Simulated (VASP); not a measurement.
# H4C in VASP: notebook

H4C is run at these levels: PBE+D3(BJ); tasks: single point, relaxation of the atoms.

Everything below comes from runs of VASP 6.6.1. Logs are shortened: lines on timing, memory, paths and dates and some standing lists are left out, and cuts for length are marked.

### Step 1. The cell of the first run

The cell holds a disordered packing, 40 atoms: a = 8.595 Å, b = 8.595 Å, c = 8.595 Å, α = 90.00°, β = 90.00°, γ = 90.00°.

### Step 2. Single point, PBE+D3(BJ)

Input file INCAR:

```
SYSTEM = H4C
PREC     = Accurate       ! precision mode
ENCUT    = 520            ! plane-wave cutoff, eV
EDIFF    = 1E-6           ! SCF threshold, eV
ISMEAR   = -1             ! smearing method
SIGMA    = 0.02           ! smearing width, eV
LREAL    = Auto         
LASPH    = .True.         ! aspherical terms in the spheres
NELM     = 100            ! most SCF steps
ALGO     = Normal         ! electronic algorithm
ISIF     = 2              ! what is computed and relaxed
LWAVE    = .False.        ! write WAVECAR
LCHARG   = .False.        ! write CHGCAR
GGA      = PE             ! functional
IVDW     = 12             ! dispersion correction
NBANDS   = 58             ! bands
```

Input file KPOINTS:

```
regular mesh
0
Gamma
  1 1 1
  0 0 0
```

Input file POSCAR:

```
H4C
1.0
    8.5949740000      0.0000000000      0.0000000000
    0.0000000000      8.5949740000      0.0000000000
    0.0000000000      0.0000000000      8.5949740000
C H
8 32
Direct
    0.3913566231      0.0923679350      0.8511485899
    1.1258789148      0.3764874681      0.4941492551
    0.4741375599      0.5403623094      0.0548576412
    0.0632695340      0.7858429822      0.2942999013
    0.3740325451      0.0999770331      0.3472378160
    0.9236677156      0.9106601137      0.7283326279
    0.5782798179      0.6843068984      0.6222590086
    0.9616666671      0.5267497028      0.8771288895
    0.2880636986      0.0757419394      0.7726143209
    0.3719382979      0.1649917731      0.9523239977
    0.4710310933      0.1451895026      0.7397346403
    0.4472730226     -0.0186969734      0.8856222253
    1.1055647172      0.2532991956      0.5360807374
    1.1198986757      0.3998034200      0.3634565968
    1.2552568513      0.3765456417      0.5256211363
    1.0467978146      0.4494603474      0.5613396853
    0.5823519652      0.5731140083      0.1028391709
    0.3845037809      0.5636200877      0.1455152744
    0.4862027506      0.4043525902      0.0435836106
    0.4755220900      0.5743705566     -0.0679815902
    0.1783367815      0.7258195313      0.2597331883
   -0.0412101305      0.7334868029      0.3295181579
    0.0326237171      0.8470880773      0.1883193597
    0.0913906197      0.8745227153      0.3762780434
    0.4844808140      0.0764283871      0.2822928842
    0.3547305670      0.2237703104      0.3234215717
    0.3949866515      0.0588018067      0.4618396751
    0.2666674733      0.0300175428      0.3075518320
    0.9311604666      0.8482748174      0.6257726899
    0.9363611804      1.0324173174      0.6973377697
    1.0259367858      0.8737548246      0.8005027124
    0.8180594845      0.9020853350      0.7907411936
    0.6741614343      0.7084140103      0.5521831712
    0.5550918479      0.7745107780      0.7095774810
    0.6090652514      0.5819447505      0.6909154117
    0.4801061644      0.6719508401      0.5458422562
    0.8361398185      0.5756387396      0.8543481342
    1.0064370177      0.6472736276      0.8925797798
    1.0312189426      0.4502166033      0.8034230237
    0.9284844841      0.4356499508      0.9753839860
```

Potentials or basis: VASP PAW PBE potentials, release 64 (C, H).

Command:

```
$ cat potpaw_PBE.64/C/POTCAR potpaw_PBE.64/H/POTCAR > POTCAR
$ mpirun -np 1 vasp_gam > vasp.out
```

OUTCAR:

```text
SYSTEM = H4C
   PREC = Accurate
   ENCUT = 520
   EDIFF = 1E-6
   ISMEAR = -1
   LREAL = Auto
   LASPH = .True.
   NELM = 100
   ISIF = 2
   GGA = PE
   IVDW = 12
 IVDW          = 12

 ion  position               nearest neighbor table
   1  0.391  0.092  0.851-  10 1.08  12 1.11   9 1.12  11 1.26
   2  0.126  0.376  0.494-  16 1.09  13 1.13  14 1.14  15 1.14
   3  0.474  0.540  0.055-  17 1.06  20 1.10  18 1.11  19 1.18
   4  0.063  0.786  0.294-  22 1.05  24 1.07  23 1.08  21 1.15
   5  0.374  0.100  0.347-  27 1.06  26 1.10  25 1.12  28 1.15
   6  0.924  0.911  0.728-  29 1.03  32 1.06  30 1.09  31 1.12
   7  0.578  0.684  0.622-  33 1.04  36 1.07  35 1.09  34 1.10
   8  0.962  0.527  0.877-  39 1.09  38 1.11  37 1.17  40 1.19
   9  0.288  0.076  0.773-   1 1.12
  10  0.372  0.165  0.952-   1 1.08
  11  0.471  0.145  0.740-   1 1.26
  12  0.447  0.981  0.886-   1 1.11
  13  0.106  0.253  0.536-   2 1.13
  14  0.120  0.400  0.363-   2 1.14
[... 24 lines left out ...]
  39  0.031  0.450  0.803-   8 1.09
  40  0.928  0.436  0.975-   8 1.19

  LATTYP: Found a simple cubic cell.
 ALAT       =     8.5949740000

  Lattice vectors:

 A1 = (   8.5949740000,   0.0000000000,   0.0000000000)
 A2 = (   0.0000000000,   8.5949740000,   0.0000000000)
 A3 = (   0.0000000000,   0.0000000000,   8.5949740000)

Analysis of symmetry for initial positions (statically):
=====================================================================
 Subroutine PRICEL returns:
 Original cell was already a primitive cell.

 Routine SETGRP: Setting up the symmetry group for a
 simple cubic supercell.

 Subroutine GETGRP returns: Found  1 space group operations
 (whereof  1 operations were pure point group operations)
 out of a pool of 48 trial point group operations.

The static configuration has the point symmetry C_1 .

Analysis of symmetry for dynamics (positions and initial velocities):
=====================================================================
 Subroutine PRICEL returns:
 Original cell was already a primitive cell.

 Routine SETGRP: Setting up the symmetry group for a
 simple cubic supercell.

 Subroutine GETGRP returns: Found  1 space group operations
 (whereof  1 operations were pure point group operations)
 out of a pool of 48 trial point group operations.

The dynamic configuration has the point symmetry C_1 .

[... 152 lines left out ...]
   EDIFFG = 0.1E-04   stopping-criterion for IOM
   NSW    =      0    number of steps for IOM
   IBRION =     -1    ionic relax: 0-MD 1-quasi-New 2-CG
   NFREE  =      0    steps in history (QN), initial steepest desc. (CG)
   ISIF   =      2    stress and relaxation
   ISYM   =      2    0-nonsym 1-usesym 2-fastsym
   POTIM  = 0.5000    time-step for ionic-motion
   TEBEG  =    0.0;   TEEND  =   0.0 temperature during run
   PSTRESS=    0.0 pullay stress
   NELECT =      64.0000    total number of electrons
   NUPDOWN=      -1.0000    fix difference up-down
   EMIN   =  10.00;   EMAX   =-10.00  energy-range for DOS
   EFERMI =   0.00;   METHOD = LEGACY
   ISMEAR =    -1;   SIGMA  =   0.02  broadening in eV -4-tet -1-fermi 0-gaus
   EFERMI_NEDOS =   21; number of points for ismear=-14 and -15
   IALGO  =     38    algorithm
   IMIX   =      4    mixing-type and parameters
     AMIX     =   0.40;   BMIX     =  1.00
     AMIX_MAG =   1.60;   BMIX_MAG =  1.00
  volume/ion in A,a.u.               =      15.87       107.12
  Fermi-wavevector in a.u.,A,eV,Ry     =   0.761886  1.439757  7.897787  0.580471
  Thomas-Fermi vector in A             =   1.861226
   LORBIT       =      0    0 simple, 1 ext, 2 COOP (PROOUT), +10 PAW based schemes
   GGA     = PE    functional components
   LHFCALC =     F    Hartree Fock is set to
   AEXX    =    0.0000 exact exchange contribution
   IVDW    =    12    specifies the selected vdW correction
   LEPSILON=     F    determine dielectric tensor
   LRPA    =     F    only Hartree local field effects (RPA)
 non-spin polarized calculation
  energy-cutoff  :      520.00
  volume of cell :      634.94
 maximum number of plane-waves:      8536
 NGX is ok and might be reduce to    64
   NGX = 31   NGY = 31   NGZ = 31

 number of electron      64.0000001 magnetization

 Free energy of the ion-electron system (eV)
  ---------------------------------------------------
  ext. energy  EPLUGINS =         0.00000000
  ---------------------------------------------------
  free energy    TOTEN  =      -189.41674834 eV

  energy without entropy =     -189.41674834  energy(sigma->0) =     -189.41674834

 E-fermi :  -5.3337     XC(G=0):  -4.8220

 val. band max:       -5.8478866673   @ k =   0.0000   0.0000   0.0000
 cond. band min:      -0.0487892506   @ k =   0.0000   0.0000   0.0000
 fundamental gap:      5.7990974167
 Fermi energy:        -5.3336581811

 k-point     1 :       0.0000    0.0000    0.0000
  band No.  band energies     occupation
      1     -15.7340      2.00000
      2     -15.6061      2.00000
      3     -15.5561      2.00000
      4     -15.3824      2.00000
      5     -15.3552      2.00000
      6     -15.1622      2.00000
[... 36 lines left out ...]
     43       3.0125      0.00000
     44       3.1449      0.00000
 [bands above 44 left out]

------------------------ aborting loop because EDIFF is reached ----------------------------------------

 Edisp (eV)   -0.82911

 E8    (eV) :    -0.1701

  FORCE on cell =-STRESS in cart. coord.  units (eV):
  Direction    XX          YY          ZZ          XY          YZ          ZX
  --------------------------------------------------------------------------------------
  -------------------------------------------------------------------------------------
  Total      -4.04650    -3.35324    -2.10430     4.17574     5.00557     2.66450
  in kB     -10.21072    -8.46139    -5.30989    10.53683    12.63080     6.72346
  external pressure =       -7.99 kB  Pullay stress =        0.00 kB

 VOLUME and BASIS-vectors are now :
 -----------------------------------------------------------------------------
  energy-cutoff  :      520.00
  volume of cell :      634.94
      direct lattice vectors                 reciprocal lattice vectors
     8.594974000  0.000000000  0.000000000     0.116347065  0.000000000  0.000000000
     0.000000000  8.594974000  0.000000000     0.000000000  0.116347065  0.000000000
     0.000000000  0.000000000  8.594974000     0.000000000  0.000000000  0.116347065

 POSITION                                       TOTAL-FORCE (eV/Angst)
 -----------------------------------------------------------------------------------
      3.36370      0.79390      7.31560         1.361493      0.106912     -3.948044
      1.08193      3.23590      4.24720         1.587810     -1.383999     -0.302515
      4.07520      4.64440      0.47150        -0.089498     -3.245604     -0.075031
      0.54380      6.75430      2.52950         2.394910      0.636709     -1.756526
      3.21480      0.85930      2.98450        -0.458960     -0.789128     -2.097616
      7.93890      7.82710      6.26000         1.910825      1.222741      1.525857
[... 32 lines left out ...]
      0.26833      3.86960      6.90540        -0.506590      0.589600     -0.966551
      7.98030      3.74440      8.38340         1.079979      2.178822     -0.493544
 -----------------------------------------------------------------------------------
    total drift:                               -0.016846      0.012253     -0.007401

  FREE ENERGIE OF THE ION-ELECTRON SYSTEM (eV)
  ---------------------------------------------------
  free  energy   TOTEN  =      -190.2458625847 eV

  energy  without entropy=     -190.2458625847  energy(sigma->0) =     -190.24586258
```

It took 2 min on 1 thread of Intel Xeon 8259CL, shared host; peak memory 0.53 GiB.

What came out:

```
Free energy                : -190.2459 eV
Pressure                   : -0.8 GPa
Largest force              : 4.178 eV/Å
Band gap on the k mesh     : 5.80 eV
Dispersion energy per atom : -0.021 eV
```

Forces on the atoms (eV/Å):
```
C    1.361  0.107 -3.948
C    1.588 -1.384 -0.303
C   -0.089 -3.246 -0.075
C    2.395  0.637 -1.757
C   -0.459 -0.789 -2.098
C    1.911  1.223  1.526
C   -0.763 -0.187  1.548
C   -2.922 -0.191  1.723
H    0.070 -0.298  1.258
H    0.016  0.506 -0.148
H   -1.063 -0.600  3.047
H   -0.403  0.282 -0.206
H   -0.527  0.622 -1.059
H   -0.280 -0.616  1.368
H   -1.217  1.019 -0.035
H    0.391  0.426 -0.016
H    1.381  0.565  0.611
H   -0.057  0.269 -1.170
H   -0.324  1.746  0.385
H   -0.928  0.664  0.297
H   -1.780 -0.111  0.839
H   -0.841 -1.705  0.573
H   -0.143  0.413 -0.502
H    0.297  0.701  0.836
H   -0.794 -0.450 -0.051
H   -0.226 -0.018  0.765
H    0.137  0.417  1.380
H    1.515  0.816 -0.083
H   -0.338 -1.420 -1.889
H    0.247  0.475 -0.001
H   -0.648  0.398 -0.206
H   -1.122 -0.525  0.551
H    1.688  0.768 -0.971
H    0.089  0.287 -0.314
H   -0.336 -0.471 -0.218
H   -0.740 -0.421 -0.129
H    1.412 -1.585 -1.091
H    0.930 -1.091  1.021
H   -0.507  0.590 -0.967
H    1.080  2.179 -0.494
```

Caveat: the k points lie up to 0.73 Å⁻¹ apart; the atoms stand as in a frame of molecular dynamics.

(Part 1 of 2 ends here.)
